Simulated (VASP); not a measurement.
Input of a VASP 6.6.1 run:

The input INCAR:

```
PREC = Accurate
ENCUT = 520
EDIFF = 1E-6
ISMEAR = -1
SIGMA = 0.05
LREAL = False
LASPH = True
NELM = 100
ALGO = Normal
ISIF = 2
LWAVE = False
LCHARG = False
GGA = PE
NBANDS = 46
```

KPOINTS

```
Automatic mesh
0
Gamma
  4 3 2
```

The input POSCAR:

```
TiO2
1.0
    2.9682645463      0.0000000000      0.0000000000
    0.0002080834      4.7076067549      0.0000000000
    1.4835696211      0.2423534620      7.0834647979
Ti O
3 6
Direct
    0.0033718700      0.0003888100      0.0007031900
    0.3446402100      0.4802596500      0.3169598700
    0.6617081400      0.5204743600      0.6844963600
    0.4400381600      0.1854376900      0.1285388000
    0.7779263400      0.2977287500      0.4518780700
    0.1012362400      0.3089534200      0.8062432200
    0.9064972100      0.6918369900      0.1951715700
    0.2294071500      0.7030072800      0.5495147300
    0.5680256700      0.8153000600      0.8728271800
```

Potentials or basis: VASP PAW PBE potentials, release 64 (Ti_sv, O).

Launch:

```sh
$ cat potpaw_PBE.64/Ti_sv/POTCAR potpaw_PBE.64/O/POTCAR > POTCAR
$ mpirun -np 1 vasp_std > vasp.out
```

**Question.** Estimate the largest force.

**Answer.** 0.175 eV/Å.

**Question.** What does it give for the band gap on the k mesh?

**Answer.** 2.29 eV.

**Question.** What does it give for the pressure?

**Answer.** 4.4 GPa.

Stress tensor (GPa, compression positive):
```
 4.44 -0.02  0.01
-0.02  4.48 -0.11
 0.01 -0.11  4.28
```

Caveat: the k points lie up to 0.54 Å⁻¹ apart; an odd mesh through Γ misses points on the zone boundary, where band edges can lie.
